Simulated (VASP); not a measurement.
Write the native input for VASP 6.6.1 that does the following.

* Task: relaxation of cell and atoms
* Functional: PBE
* Potentials or basis: VASP PAW PBE potentials, release 64 (Ir)
* Cutoff: 600 eV
* k mesh: 19 × 19 × 19
* Occupations: methfessel-paxton, width 0.1 eV
* Spin: no spin polarisation
* Target pressure: 60 GPa
* Dipole correction: no
* Further INCAR settings: ALGO = Normal; EDIFF = 1e-06; IBRION = 2; EDIFFG = -0.03; NSW = 60; ISIF = 3

The structure of Ir lies in POSCAR:

```
Ir
1.0
    2.4900000000      0.0000000000      0.0000000000
    0.0000000000      2.4900000000      0.0000000000
    0.0000000000      0.0000000000      2.4900000000
Ir
1
Direct
    0.0000000000      0.0000000000      0.0000000000
```

These files were run (other wordings do the same):

INCAR

```
SYSTEM = Ir
ALGO     = Normal         ! electronic algorithm
EDIFF    = 1E-6           ! SCF threshold, eV
EDIFFG   = -0.03          ! ionic threshold
ENCUT    = 600            ! plane-wave cutoff, eV
GGA      = PE             ! functional
IBRION   = 2              ! ionic algorithm
ISIF     = 3              ! what is computed and relaxed
ISMEAR   = 1              ! smearing method
LASPH    = .True.         ! aspherical terms in the spheres
LCHARG   = .False.        ! write CHGCAR
LREAL    = .False.        ! projectors in reciprocal space
LWAVE    = .False.        ! write WAVECAR
NELM     = 100            ! most SCF steps
NSW      = 60             ! ionic steps
PREC     = Accurate       ! precision mode
PSTRESS  = 600.0        
SIGMA    = 0.1            ! smearing width, eV
```

KPOINTS

```
k-points
0
Gamma
  19 19 19
  0 0 0
```

Potentials or basis: VASP PAW PBE potentials, release 64 (Ir).

Launch:

```bash
$ cat potpaw_PBE.64/Ir/POTCAR > POTCAR
$ mpirun -np 1 vasp_std > vasp.out
```

Results of the run:

```
Relaxed volume                                         : 14.45 Å³/atom
Relaxed cell                                           : a = 2.436 Å, b = 2.436 Å, c = 2.436 Å, α = 90.00°, β = 90.00°, γ = 90.00°
Space group after relaxing (to 0.05 Å)                 : Pm-3m (No. 221)
Energy change on relaxing (the enthalpy is what falls) : +273.9 meV/atom
Ionic steps                                            : 5
Pressure after relaxing                                : 60.0 GPa
```

Caveat: the cell is relaxed towards a set pressure, so the enthalpy falls and the energy may rise.

Wall time 31 s on 1 thread of Intel(R) Xeon(R) 6975P-C (Granite Rapids), with other jobs on the host, peak memory 0.17 GiB.
